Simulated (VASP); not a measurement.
# Pd (Im-3m) in VASP: a series of runs

Aim: see how the results for Pd move with the level of theory and the settings. Levels: PBE, PBEsol. Tasks: single point.

All numbers are computed with VASP 6.6.1; they aren't measurements. Logs are shortened: lines on timing, memory, paths and dates and some standing lists are left out, and cuts for length are marked.

**1. The cell of the first run**

Symmetry: Im-3m, No. 229, cubic system. Conventional cell: a = 3.100 Å, b = 3.100 Å, c = 3.100 Å, α = 90.00°, β = 90.00°, γ = 90.00°. Pd (site symmetry m-3m) has 14 Pd at 2.68 to 3.10 Å within 3.5 Å.

**2. Single point, PBE (strained)**

Contents of INCAR:

```
SYSTEM = Pd
PREC = Accurate
ENCUT = 520
EDIFF = 1E-6
ISMEAR = 0
SIGMA = 0.1
LREAL = .FALSE.
LASPH = .TRUE.
NELM = 100
ALGO = Normal
ISIF = 2
LWAVE = .FALSE.
LCHARG = .FALSE.
GGA = PE
NBANDS = 11
```

Contents of KPOINTS:

```
regular mesh
0
G
  18 18 18
  0 0 0
```

Contents of POSCAR:

```
Pd
1.0
   -1.5499074414      1.5499074414      1.5499074414
    1.5499074414     -1.5499074414      1.5499074414
    1.5499074414      1.5499074414     -1.5499074414
Pd
1
Direct
    0.0000000000      0.0000000000      0.0000000000
```

Potentials or basis: VASP PAW PBE potentials, release 64 (Pd).

Run with:

```console
> cat potpaw_PBE.64/Pd/POTCAR > POTCAR
> mpirun -np 1 vasp_std > vasp.out
```

OUTCAR:

```text
SYSTEM = Pd
   PREC = Accurate
   ENCUT = 520
   EDIFF = 1E-6
   ISMEAR = 0
   LREAL = .FALSE.
   LASPH = .TRUE.
   NELM = 100
   ISIF = 2
   GGA = PE

 ion  position               nearest neighbor table
   1  0.000  0.000  0.000-

  LATTYP: Found a body centered cubic cell.
 ALAT       =     3.0998148828

  Lattice vectors:

 A1 = (  -1.5499074414,   1.5499074414,   1.5499074414)
 A2 = (   1.5499074414,  -1.5499074414,   1.5499074414)
 A3 = (   1.5499074414,   1.5499074414,  -1.5499074414)

Analysis of symmetry for initial positions (statically):
=====================================================================
 Subroutine PRICEL returns:
 Original cell was already a primitive cell.

 Routine SETGRP: Setting up the symmetry group for a
 body centered cubic supercell.

 Subroutine GETGRP returns: Found 48 space group operations
 (whereof 48 operations were pure point group operations)
 out of a pool of 48 trial point group operations.

The static configuration has the point symmetry O_h .

Analysis of symmetry for dynamics (positions and initial velocities):
=====================================================================
 Subroutine PRICEL returns:
 Original cell was already a primitive cell.

 Routine SETGRP: Setting up the symmetry group for a
 body centered cubic supercell.

 Subroutine GETGRP returns: Found 48 space group operations
 (whereof 48 operations were pure point group operations)
 out of a pool of 48 trial point group operations.

The dynamic configuration has the point symmetry O_h .

 Subroutine INISYM returns: Found 48 space group operations
 (whereof 48 operations are pure point group operations),
 and found     1 'primitive' translations

----------------------------------------------------------------------------------------

                                     Primitive cell

  volume of cell :      14.8928

  direct lattice vectors                    reciprocal lattice vectors
    -1.549907441  1.549907441  1.549907441     0.000000000  0.322599909  0.322599909
     1.549907441 -1.549907441  1.549907441     0.322599909  0.000000000  0.322599909
     1.549907441  1.549907441 -1.549907441     0.322599909  0.322599909  0.000000000

  length of vectors
     2.684518436  2.684518436  2.684518436     0.456225167  0.456225167  0.456225167

  position of ions in fractional coordinates (direct lattice)
     0.000000000  0.000000000  0.000000000

  ion indices of the primitive-cell ions
   primitive index   ion index
                 1           1

----------------------------------------------------------------------------------------

 KPOINTS: regular mesh

Automatic generation of k-mesh.
 Grid dimensions read from file:
 generate k-points for:   18   18   18

 Generating k-lattice:

  Cartesian coordinates                     Fractional coordinates (reciprocal lattice)
     0.000000000  0.017922217  0.017922217     0.055555556  0.000000000  0.000000000
     0.017922217  0.000000000  0.017922217     0.000000000  0.055555556  0.000000000
     0.017922217  0.017922217  0.000000000     0.000000000  0.000000000  0.055555556

  Length of vectors
     0.025345843  0.025345843  0.025345843

  Shift w.r.t. Gamma in fractional coordinates (k-lattice)
     0.000000000  0.000000000  0.000000000

 Subroutine IBZKPT returns following result:
 ===========================================

 Found    195 irreducible k-points:

 Following reciprocal coordinates:
            Coordinates               Weight
  0.000000  0.000000  0.000000      1.000000
  0.055556  0.000000  0.000000     12.000000
  0.111111  0.000000  0.000000     12.000000
  0.166667  0.000000  0.000000     12.000000
  0.222222  0.000000  0.000000     12.000000
  0.277778  0.000000  0.000000     12.000000
[... 16 lines left out ...]
  0.333333  0.111111  0.000000     48.000000
  0.388889  0.111111  0.000000     48.000000
 [... further k-points ...]
   k-points           NKPTS =    195   k-points in BZ     NKDIM =    195   number of bands    NBANDS=     11
   number of dos      NEDOS =    301   number of ions     NIONS =      1
   total plane-waves  NPLWV =   8000
   dimension x,y,z NGX =    20 NGY =   20 NGZ =   20
   dimension x,y,z NGXF=    40 NGYF=   40 NGZF=   40
   ions per type =               1
   NGX,Y,Z   is equivalent  to a cutoff of  12.39, 12.39, 12.39 a.u.
   NGXF,Y,Z  is equivalent  to a cutoff of  24.77, 24.77, 24.77 a.u.
 SYSTEM =  Pd
   PREC   = accura    normal or accurate (medium, high low for compatibility)
   ISTART =      0    job   : 0-new  1-cont  2-samecut
   ICHARG =      2    charge: 1-file 2-atom 10-const
   ISPIN  =      1    spin polarized calculation?
   LNONCOLLINEAR =      F non collinear calculations
   LSORBIT =      F    spin-orbit coupling
   LASPH  =      T    aspherical Exc in radial PAW
   ENCUT  =  520.0 eV  38.22 Ry    6.18 a.u.   4.99  4.99  4.99*2*pi/ulx,y,z
   NELM   =    100;   NELMIN=  2; NELMDL= -5     # of ELM steps
   EDIFF  = 0.1E-05   stopping-criterion for ELM
   LREAL  =      F    real-space projection
   EDIFFG = 0.1E-04   stopping-criterion for IOM
   NSW    =      0    number of steps for IOM
   IBRION =     -1    ionic relax: 0-MD 1-quasi-New 2-CG
   NFREE  =      0    steps in history (QN), initial steepest desc. (CG)
   ISIF   =      2    stress and relaxation
   ISYM   =      2    0-nonsym 1-usesym 2-fastsym
   POTIM  = 0.5000    time-step for ionic-motion
   TEBEG  =    0.0;   TEEND  =   0.0 temperature during run
   PSTRESS=    0.0 pullay stress
   NELECT =      10.0000    total number of electrons
   NUPDOWN=      -1.0000    fix difference up-down
   EMIN   =  10.00;   EMAX   =-10.00  energy-range for DOS
   EFERMI =   0.00;   METHOD = LEGACY
   ISMEAR =     0;   SIGMA  =   0.10  broadening in eV -4-tet -1-fermi 0-gaus
   EFERMI_NEDOS =   21; number of points for ismear=-14 and -15
   IALGO  =     38    algorithm
   IMIX   =      4    mixing-type and parameters
     AMIX     =   0.40;   BMIX     =  1.00
     AMIX_MAG =   1.60;   BMIX_MAG =  1.00
  volume/ion in A,a.u.               =      14.89       100.50
  Fermi-wavevector in a.u.,A,eV,Ry     =   1.433560  2.709035 27.961237  2.055093
  Thomas-Fermi vector in A             =   2.553064
   LORBIT       =      0    0 simple, 1 ext, 2 COOP (PROOUT), +10 PAW based schemes
   GGA     = PE    functional components
   LHFCALC =     F    Hartree Fock is set to
   AEXX    =    0.0000 exact exchange contribution
   IVDW    =     0    specifies the selected vdW correction
   LEPSILON=     F    determine dielectric tensor
   LRPA    =     F    only Hartree local field effects (RPA)
 non-spin polarized calculation
 Gauss-broadening in eV      SIGMA  =   0.10
  energy-cutoff  :      520.00
  volume of cell :       14.89
 maximum number of plane-waves:       418
   NGX =  9   NGY =  9   NGZ =  9

 number of electron      10.0000002 magnetization

 Free energy of the ion-electron system (eV)
  ---------------------------------------------------
  ext. energy  EPLUGINS =         0.00000000
  ---------------------------------------------------
  free energy    TOTEN  =        -5.16894553 eV

  energy without entropy =       -5.16285094  energy(sigma->0) =       -5.16589824

 E-fermi :   9.6200     XC(G=0): -13.1196

 val. band max:        9.6057474564   @ k =  -0.4444  -0.4444   0.3333
 cond. band min:       9.6267417843   @ k =   0.5000   0.5000   0.4444
 fundamental gap:      0.0209943278
 Fermi energy:         9.6199956738

 k-point     1 :       0.0000    0.0000    0.0000
  band No.  band energies     occupation
      1       2.5645      2.00000
      2       6.7013      2.00000
      3       6.7013      2.00000
      4       6.7013      2.00000
      5       8.6679      2.00000
      6       8.6679      2.00000
      7      28.9936      0.00000
      8      28.9936      0.00000
      9      28.9936      0.00000
     10      36.0603      0.00000
     11      37.4762      0.00000

 k-point     2 :       0.0556    0.0000    0.0000
  band No.  band energies     occupation
      1       2.6826      2.00000
      2       6.6612      2.00000
      3       6.7030      2.00000
      4       6.7850      2.00000
      5       8.6200      2.00000
      6       8.6708      2.00000
      7      28.9302      0.00000
      8      29.0151      0.00000
      9      29.1363      0.00000
     10      36.0459      0.00000
     11      36.2437      0.00000

 k-point     3 :       0.1111    0.0000    0.0000
  band No.  band energies     occupation
      1       3.0239      2.00000
      2       6.5475      2.00000
      3       6.7053      2.00000
      4       7.0312      2.00000
      5       8.5043      2.00000
      6       8.6805      2.00000
      7      28.6019      0.00000
      8      28.9817      0.00000
      9      29.5497      0.00000
     10      34.9339      0.00000
     11      35.5181      0.00000

 k-point     4 :       0.1667    0.0000    0.0000
  band No.  band energies     occupation
      1       3.5400      2.00000
      2       6.3781      2.00000
      3       6.7177      2.00000
      4       7.4250      2.00000
      5       8.3892      2.00000
      6       8.6995      2.00000
      7      27.6821      0.00000
      8      28.6401      0.00000
      9      30.1900      0.00000
     10      34.3655      0.00000
     11      34.5723      0.00000
[... 239 lines left out ...]
 k-point    22 :       0.2778    0.1111   -0.0000
  band No.  band energies     occupation
      1       4.8522      2.00000
      2       5.8518      2.00000
      3       7.3130      2.00000
      4       8.3612      2.00000
      5       8.9424      2.00000
      6      10.0670      0.00000
      7      21.9893      0.00000
      8      25.4035      0.00000
      9      28.3165      0.00000
     10      32.3952      0.00000
     11      35.9066      0.00000

 k-point    23 :       0.3333    0.1111    0.0000
  band No.  band energies     occupation
      1       4.7629      2.00000
      2       5.7139      2.00000
      3       7.8900      2.00000
      4       8.5018      2.00000
      5       9.1065      2.00000
      6      11.0702      0.00000
      7      19.9316      0.00000
      8      24.7522      0.00000
      9      27.3656      0.00000
     10      33.1007      0.00000
     11      36.2310      0.00000

 k-point    24 :       0.3889    0.1111    0.0000
  band No.  band energies     occupation
      1       4.6664      2.00000
      2       5.6283      2.00000
      3       8.2220      2.00000
      4       8.5658      2.00000
      5       9.3711      1.99957
      6      12.0844      0.00000
      7      18.2397      0.00000
      8      24.3218      0.00000
      9      26.7403      0.00000
     10      33.6180      0.00000
     11      36.0087      0.00000

 [... further k-points ...]
[... 5 lines left out ...]
  --------------------------------------------------------------------------------------
  -------------------------------------------------------------------------------------
  Total        0.5730999      0.5730999      0.5730999      0.0000000     -0.0000000      0.0000000
  in kB       61.6543373     61.6543373     61.6543373      0.0000000     -0.0000000      0.0000000
  external PRESSURE =      61.6543373 kB  Pullay stress =       0.0000000 kB

 VOLUME and BASIS-vectors are now :
 -----------------------------------------------------------------------------
  energy-cutoff  :      520.00
  volume of cell :       14.89
      direct lattice vectors                 reciprocal lattice vectors
    -1.549907441  1.549907441  1.549907441     0.000000000  0.322599909  0.322599909
     1.549907441 -1.549907441  1.549907441     0.322599909  0.000000000  0.322599909
     1.549907441  1.549907441 -1.549907441     0.322599909  0.322599909  0.000000000

 POSITION                                       TOTAL-FORCE (eV/Angst)
 -----------------------------------------------------------------------------------
      0.00000      0.00000      0.00000         0.000000      0.000000      0.000000
 -----------------------------------------------------------------------------------
    total drift:                                0.000000      0.000000      0.000000

  FREE ENERGIE OF THE ION-ELECTRON SYSTEM (eV)
  ---------------------------------------------------
  free  energy   TOTEN  =        -5.1689455346 eV

  energy  without entropy=       -5.1628509412  energy(sigma->0) =       -5.16589824
```

It took 16 s on 1 thread of Intel Xeon 6975P-C, shared host; peak memory 0.15 GiB.

What came out:

```yaml
Free_energy: -5.1689 eV
Pressure: 6.2 GPa
Band_gap_on_the_k_mesh: zero (band 5 reaches 10.22 eV, above the bottom of band 6 at 8.58 eV)
```

Caveat: the cell differs from its parent crystal (strained).

**3. Single point, PBE (strained)**

Contents of INCAR:

```
PREC = Accurate ; ENCUT = 520
EDIFF = 1E-7 ; ISMEAR = 0
SIGMA = 0.1 ; LREAL = False
LASPH = True ; NELM = 100
ALGO = Fast ; ISIF = 2
LWAVE = False ; LCHARG = True
GGA = PE ; LELF = True
LVHAR = True ; NBANDS = 11
```

Contents of KPOINTS:

```
Automatic mesh
0
Gamma
  18 18 18
```

Contents of POSCAR:

```
Pd
1.0
   -1.5609762996      1.5609762996      1.5609762996
    1.5609762996     -1.5609762996      1.5609762996
    1.5609762996      1.5609762996     -1.5609762996
Pd
1
Direct
    0.0000000000      0.0000000000      0.0000000000
```

Potentials or basis: VASP PAW PBE potentials, release 64 (Pd).

Run with:

```console
> cat potpaw_PBE.64/Pd/POTCAR > POTCAR
> mpirun -np 1 vasp_std > vasp.out
```

Run time: 19 s. Hardware: 1 thread of Intel Xeon 6975P-C, shared host; peak memory 0.15 GiB.

It converged, with:

- Free energy: -5.1774 eV
- Pressure: 2.2 GPa
- Band gap on the k mesh: zero (band 5 reaches 9.84 eV, above the bottom of band 6 at 8.26 eV)

Levels at points of the mesh, in eV from the Fermi level:
| k point | band 1 | band 2 | band 3 | band 4 | band 5 | band 6 | band 7 | band 8 | band 9 | band 10 |
| --- | --- | --- | --- | --- | --- | --- | --- | --- | --- | --- |
| (0.00, 0.00, 0.00) | -6.89 | -2.82 | -2.82 | -2.82 | -0.92 | -0.92 | 19.33 | 19.33 | 19.33 | 27.57 |
| (0.50, 0.00, 0.00) | -5.07 | -3.97 | -0.99 | -0.69 | 0.57 | 1.46 | 7.71 | 15.09 | 17.59 | 23.97 |
| (0.50, 0.50, 0.50) | -5.00 | -5.00 | 0.21 | 0.21 | 0.21 | 9.14 | 9.14 | 9.14 | 17.28 | 17.35 |

Caveat: the cell differs from its parent crystal (strained).

(Continued in part 2 of 2.)
